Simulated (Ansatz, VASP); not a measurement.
SbAs in VASP and in Ansatz

Contents of INCAR:

```
ALGO     = Normal         # electronic algorithm
EDIFF    = 1E-6           # SCF threshold, eV
ENCUT    = 520            # plane-wave cutoff, eV
ISIF     = 2              # what is computed and relaxed
ISMEAR   = 0              # smearing method
LASPH    = True           # aspherical terms in the spheres
LCHARG   = True           # write CHGCAR
LELF     = True           # ELF
LREAL    = False          # projectors in reciprocal space
LVHAR    = True         
LWAVE    = False          # write WAVECAR
NBANDS   = 12             # bands
NELM     = 80             # most SCF steps
PREC     = Accurate       # precision mode
SIGMA    = 0.15           # smearing width, eV
```

Contents of KPOINTS:

```
k-points
0
Gamma
  18 18 18
```

POSCAR

```
SbAs
1.0
    2.0127488605      1.1620610964      3.6123300000
   -2.0127488605      1.1620610964      3.6123300000
    0.0000000000     -2.3241221929      3.6123300000
Sb As
1 1
Direct
    0.5000000000      0.5000000000      0.5000000000
    0.0000000000      0.0000000000      0.0000000000
```

Input for Ansatz:

```yaml
crystal:
  lattice:
    - [2.0127488605, 1.1620610964, 3.61233]
    - [-2.0127488605, 1.1620610964, 3.61233]
    - [0.0, -2.3241221929, 3.61233]
  atoms:
    - { symbol: Sb, position: [0.5, 0.5, 0.5] }
    - { symbol: As, position: [0.0, 0.0, 0.0] }
basis:
  ecutwfc: 420
kpoints:
  mp_grid: { grid: [18, 18, 18] }
hamiltonian:
  xc: lda
scf:
  occupations: { method: gaussian, width: 0.15 }
output:
  forces: true
  stress: true
  eigenvalues: true
```

Alike in both runs: task single point; functional LDA; k mesh 18 × 18 × 18; occupations gaussian, width 0.15 eV; no spin polarisation.

```csv
,VASP,Ansatz
version,VASP 6.6.1,Ansatz 0.2.0
potentials or method,"VASP PAW LDA potentials, release 64 (Sb, As), cutoff 520 eV","scalar-relativistic, plane waves, PAW"
valence electrons in the cell,10,30
```

|  | VASP | Ansatz | Ansatz less VASP |
| --- | --- | --- | --- |
| gap on the k mesh at the Fermi level (eV) | none | none | - |
| pressure (GPa) | -5.2 | -5.3 | -0.13 |
| traceless stress, the component that is largest in VASP (GPa) | -2.55 | -2.58 | -0.026 |

LDA's correlation is that of Perdew and Zunger in VASP and of Perdew and Wang (1992) in Ansatz. A gap of «none» marks a metal or a gap that the smearing closes. VASP's potentials hold 10 valence electrons a cell and Ansatz's 30, so a difference there can come from the potentials and not from the codes.

Neither program's run includes spin-orbit coupling.
